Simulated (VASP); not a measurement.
# Ti (P6_3/mmc) in VASP: further runs, part 2 of 3

VASP 6.6.1.

## 3. Single point, PBEsol (strain +0.040 along x and y, +0.040 along z)

Input file INCAR:

```
SYSTEM = Ti
PREC = Accurate ; ENCUT = 520
EDIFF = 1E-7 ; ISMEAR = 0
SIGMA = 0.15 ; LREAL = .FALSE.
LASPH = .TRUE. ; NELM = 100
ALGO = Fast ; ISIF = 2
LWAVE = .FALSE. ; LCHARG = .FALSE.
GGA = PS ; NBANDS = 19
```

Input file KPOINTS:

```
Automatic mesh
0
G
  18 18 10
  0 0 0
```

Input file POSCAR:

```
Ti
1.0
    3.0679977748      0.0000000000      0.0000000000
   -1.5339988874      2.6569640117      0.0000000000
    0.0000000000      0.0000000000      4.8734400000
Ti
2
Direct
    0.3333333333      0.6666666667      0.2500000000
    0.6666666667      0.3333333333      0.7500000000
```

Potentials or basis: VASP PAW PBE potentials, release 64 (Ti_sv).

Launch:

```console
cat potpaw_PBE.64/Ti_sv/POTCAR > POTCAR
mpirun -np 1 vasp_std > vasp.out
```

OUTCAR:

```text
SYSTEM = Ti
   PREC = Accurate
   ENCUT = 520
   EDIFF = 1E-7
   ISMEAR = 0
   LREAL = .FALSE.
   LASPH = .TRUE.
   NELM = 100
   ISIF = 2
   GGA = PS

 ion  position               nearest neighbor table
   1  0.333  0.667  0.250-
   2  0.667  0.333  0.750-

  LATTYP: Found a hexagonal cell.
 ALAT       =     3.0679977748
 C/A-ratio  =     1.5884757284

  Lattice vectors:

 A1 = (   3.0679977748,   0.0000000000,   0.0000000000)
 A2 = (  -1.5339988874,   2.6569640117,   0.0000000000)
 A3 = (   0.0000000000,   0.0000000000,   4.8734400000)

Analysis of symmetry for initial positions (statically):
=====================================================================
 Subroutine PRICEL returns:
 Original cell was already a primitive cell.

 Routine SETGRP: Setting up the symmetry group for a
 hexagonal supercell.

 Subroutine GETGRP returns: Found 24 space group operations
 (whereof 12 operations were pure point group operations)
 out of a pool of 24 trial point group operations.

The static configuration has the point symmetry D_3d.
 The point group associated with its full space group is D_6h.

Analysis of symmetry for dynamics (positions and initial velocities):
=====================================================================
 Subroutine PRICEL returns:
 Original cell was already a primitive cell.

 Routine SETGRP: Setting up the symmetry group for a
 hexagonal supercell.

 Subroutine GETGRP returns: Found 24 space group operations
 (whereof 12 operations were pure point group operations)
 out of a pool of 24 trial point group operations.

The dynamic configuration has the point symmetry D_3d.
 The point group associated with its full space group is D_6h.

 Subroutine INISYM returns: Found 24 space group operations
 (whereof 12 operations are pure point group operations),
 and found     1 'primitive' translations

----------------------------------------------------------------------------------------

                                     Primitive cell

  volume of cell :      39.7261

  direct lattice vectors                    reciprocal lattice vectors
     3.067997775  0.000000000  0.000000000     0.325945478  0.188184709  0.000000000
    -1.533998887  2.656964012  0.000000000     0.000000000  0.376369418  0.000000000
     0.000000000  0.000000000  4.873440000     0.000000000  0.000000000  0.205193867

  length of vectors
     3.067997775  3.067997775  4.873440000     0.376369418  0.376369418  0.205193867

  position of ions in fractional coordinates (direct lattice)
     0.333333333  0.666666667  0.250000000
     0.666666667  0.333333333  0.750000000

  ion indices of the primitive-cell ions
   primitive index   ion index
                 1           1
                 2           2

----------------------------------------------------------------------------------------

 KPOINTS: Automatic mesh

Automatic generation of k-mesh.
 Grid dimensions read from file:
 generate k-points for:   18   18   10

 Generating k-lattice:

  Cartesian coordinates                     Fractional coordinates (reciprocal lattice)
     0.018108082  0.010454706  0.000000000     0.055555556  0.000000000  0.000000000
     0.000000000  0.020909412  0.000000000     0.000000000  0.055555556  0.000000000
     0.000000000  0.000000000  0.020519387     0.000000000  0.000000000  0.100000000

  Length of vectors
     0.020909412  0.020909412  0.020519387

  Shift w.r.t. Gamma in fractional coordinates (k-lattice)
     0.000000000  0.000000000  0.000000000

 Subroutine IBZKPT returns following result:
 ===========================================

 Found    222 irreducible k-points:

 Following reciprocal coordinates:
            Coordinates               Weight
  0.000000  0.000000  0.000000      1.000000
  0.055556  0.000000  0.000000      6.000000
  0.111111  0.000000  0.000000      6.000000
  0.166667  0.000000  0.000000      6.000000
  0.222222  0.000000  0.000000      6.000000
  0.277778 -0.000000  0.000000      6.000000
[... 16 lines left out ...]
  0.333333  0.111111  0.000000     12.000000
  0.388889  0.111111  0.000000     12.000000
 [... further k-points ...]
   k-points           NKPTS =    222   k-points in BZ     NKDIM =    222   number of bands    NBANDS=     19
   number of dos      NEDOS =    301   number of ions     NIONS =      2
   total plane-waves  NPLWV =  20736
   dimension x,y,z NGX =    24 NGY =   24 NGZ =   36
   dimension x,y,z NGXF=    48 NGYF=   48 NGZF=   72
   ions per type =               2
   NGX,Y,Z   is equivalent  to a cutoff of  13.00, 13.00, 12.28 a.u.
   NGXF,Y,Z  is equivalent  to a cutoff of  26.01, 26.01, 24.56 a.u.
 SYSTEM =  Ti
   PREC   = accura    normal or accurate (medium, high low for compatibility)
   ISTART =      0    job   : 0-new  1-cont  2-samecut
   ICHARG =      2    charge: 1-file 2-atom 10-const
   ISPIN  =      1    spin polarized calculation?
   LNONCOLLINEAR =      F non collinear calculations
   LSORBIT =      F    spin-orbit coupling
   LASPH  =      T    aspherical Exc in radial PAW
   ENCUT  =  520.0 eV  38.22 Ry    6.18 a.u.   5.70  5.70  9.06*2*pi/ulx,y,z
   NELM   =    100;   NELMIN=  2; NELMDL= -5     # of ELM steps
   EDIFF  = 0.1E-06   stopping-criterion for ELM
   LREAL  =      F    real-space projection
   EDIFFG = 0.1E-05   stopping-criterion for IOM
   NSW    =      0    number of steps for IOM
   IBRION =     -1    ionic relax: 0-MD 1-quasi-New 2-CG
   NFREE  =      0    steps in history (QN), initial steepest desc. (CG)
   ISIF   =      2    stress and relaxation
   ISYM   =      2    0-nonsym 1-usesym 2-fastsym
   POTIM  = 0.5000    time-step for ionic-motion
   TEBEG  =    0.0;   TEEND  =   0.0 temperature during run
   PSTRESS=    0.0 pullay stress
   NELECT =      24.0000    total number of electrons
   NUPDOWN=      -1.0000    fix difference up-down
   EMIN   =  10.00;   EMAX   =-10.00  energy-range for DOS
   EFERMI =   0.00;   METHOD = LEGACY
   ISMEAR =     0;   SIGMA  =   0.15  broadening in eV -4-tet -1-fermi 0-gaus
   EFERMI_NEDOS =   21; number of points for ismear=-14 and -15
   IALGO  =     68    algorithm
   IMIX   =      4    mixing-type and parameters
     AMIX     =   0.40;   BMIX     =  1.00
     AMIX_MAG =   1.60;   BMIX_MAG =  1.00
  volume/ion in A,a.u.               =      19.86       134.04
  Fermi-wavevector in a.u.,A,eV,Ry     =   1.383948  2.615283 26.059406  1.915312
  Thomas-Fermi vector in A             =   2.508498
   LORBIT       =      0    0 simple, 1 ext, 2 COOP (PROOUT), +10 PAW based schemes
   GGA     = PS    functional components
   LHFCALC =     F    Hartree Fock is set to
   AEXX    =    0.0000 exact exchange contribution
   IVDW    =     0    specifies the selected vdW correction
   LEPSILON=     F    determine dielectric tensor
   LRPA    =     F    only Hartree local field effects (RPA)
 non-spin polarized calculation
 RMM-DIIS sequential band-by-band and
 Gauss-broadening in eV      SIGMA  =   0.15
  energy-cutoff  :      520.00
  volume of cell :       39.73
 maximum number of plane-waves:      1087
 NGX is ok and might be reduce to    24
   NGX = 11   NGY = 11   NGZ = 19

 number of electron      24.0000002 magnetization

 Free energy of the ion-electron system (eV)
  ---------------------------------------------------
  ext. energy  EPLUGINS =         0.00000000
  ---------------------------------------------------
  free energy    TOTEN  =       -16.35044796 eV

  energy without entropy =      -16.32258182  energy(sigma->0) =      -16.33651489

 E-fermi :   6.8643     XC(G=0): -11.0080

 val. band max:        6.8630279130   @ k =   0.3333   0.2222   0.3000
 cond. band min:       6.8679905554   @ k =   0.2222   0.2222   0.5000
 fundamental gap:      0.0049626424
 Fermi energy:         6.8643279172

 k-point     1 :       0.0000    0.0000    0.0000
  band No.  band energies     occupation
      1     -49.9926      2.00000
      2     -49.9135      2.00000
      3     -26.5524      2.00000
      4     -26.1226      2.00000
      5     -26.1226      2.00000
      6     -26.0942      2.00000
[... 11 lines left out ...]
     18       8.2631      0.00000
     19       9.5337      0.00000

 k-point     2 :       0.0556    0.0000    0.0000
  band No.  band energies     occupation
      1     -49.9908      2.00000
      2     -49.9128      2.00000
      3     -26.5480      2.00000
      4     -26.1316      2.00000
      5     -26.1256      2.00000
      6     -26.0961      2.00000
[... 476 lines left out ...]
 k-point    24 :       0.3889    0.1111    0.0000
  band No.  band energies     occupation
      1     -49.9243      2.00000
      2     -49.8983      2.00000
      3     -26.4081      2.00000
      4     -26.3562      2.00000
      5     -26.3344      2.00000
      6     -26.2304      2.00000
[... 11 lines left out ...]
     18       9.7898      0.00000
     19      10.4178      0.00000

 [... further k-points ...]
[... 5 lines left out ...]
  --------------------------------------------------------------------------------------
  -------------------------------------------------------------------------------------
  Total       -3.6821953     -3.6821953     -3.8366159      0.0000000      0.0000000      0.0000000
  in kB     -148.5049963   -148.5049963   -154.7328663      0.0000000      0.0000000      0.0000000
  external PRESSURE =    -150.5809530 kB  Pullay stress =       0.0000000 kB

 VOLUME and BASIS-vectors are now :
 -----------------------------------------------------------------------------
  energy-cutoff  :      520.00
  volume of cell :       39.73
      direct lattice vectors                 reciprocal lattice vectors
     3.067997775  0.000000000  0.000000000     0.325945478  0.188184709  0.000000000
    -1.533998887  2.656964012  0.000000000     0.000000000  0.376369418  0.000000000
     0.000000000  0.000000000  4.873440000     0.000000000  0.000000000  0.205193867

 POSITION                                       TOTAL-FORCE (eV/Angst)
 -----------------------------------------------------------------------------------
     -0.00000      1.77131      1.21836         0.000000     -0.000000      0.000000
      1.53400      0.88565      3.65508        -0.000000      0.000000      0.000000
 -----------------------------------------------------------------------------------
    total drift:                                0.000000     -0.000000      0.000000

  FREE ENERGIE OF THE ION-ELECTRON SYSTEM (eV)
  ---------------------------------------------------
  free  energy   TOTEN  =       -16.3504479629 eV

  energy  without entropy=      -16.3225818166  energy(sigma->0) =      -16.33651489
```

stdout:

```text
POSCAR found type information on POSCAR Ti
 POSCAR found :  1 types and       2 ions
 scaLAPACK will be used
 -----------------------------------------------------------------------------
[... 61 lines left out ...]
 num prob  num prob  num prob  num prob  num prob  num prob  num prob  num prob  num prob  num prob  num prob  num prob  num prob  num prob  num prob RMM:  44    -0.163504478896E+02   -0.93838E-07   -0.11055E-06  8008   0.446E-03    0.597E-04
 num prob  num prob  num prob  num prob  num prob  num prob  num prob  num prob  num prob  num prob  num prob WARNING in EDDRMM: call to ZHEGV failed, returncode =   8  4      3
 num prob  num prob  num prob  num prob  num prob WARNING in EDDRMM: call to ZHEGV failed, returncode =   8  4     11
 num prob  num prob RMM:  45    -0.163504479629E+02   -0.73321E-07   -0.88064E-07  7911   0.413E-03
```

Run time: 5.5 min. Hardware: 1 thread of Intel Xeon Platinum 8488C (Sapphire Rapids), shared host; peak memory 0.25 GiB.

What came out:

| Quantity | Value |
| --- | --- |
| Free energy | -16.3504 eV |
| Pressure | -15.1 GPa |
| Band gap on the k mesh | zero (band 12 reaches 7.56 eV, above the bottom of band 13 at 6.55 eV) |

Caveat: the cell differs from its parent crystal (strain +0.040 along x and y, +0.040 along z); the PAW data sets were made with another functional, which shifts forces and pressure a little.

(Continued in part 3 of 3.)
